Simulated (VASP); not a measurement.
Runs of VASP 6.6.1 on TePb. The structure is that of space group Fm-3m (No. 225), or close to it. The cells are those of the table. 

```tsv
level	cell	gap on the mesh (eV)	pressure (GPa)	largest force (eV/Å)
PBE	a = 4.564 Å, angles 60.0°, 2 atoms	0.74	(a)	0.03
PBE	a = 4.730 Å, angles 60.0°, 2 atoms	0.92	-1.9	-
PBEsol	a = 4.743 Å, angles 60.0°, 2 atoms	0.87	(b)	-
PBE	a = 4.421, b = 4.455 Å, angles 59.7, 60.5, 59.7°, 2 atoms	0.60	7.7	0.28
```

Alike in all rows: task single point; potentials or basis VASP PAW PBE potentials, release 64 (Te, Pb_d); no spin polarisation; k mesh 8 × 8 × 8; cutoff (eV) 520; smearing gaussian 0.02 eV.

Question: Estimate the missing entries.

Answer: (a) 2.3; (b) -4.1.

Caveats: spin-orbit coupling is left out, which moves the levels of the heavy elements; the PAW data sets were made with another functional, which shifts forces and pressure a little (some runs).

A k mesh can miss the band edges, and the runs leave out spin-orbit coupling on Pb, Te.
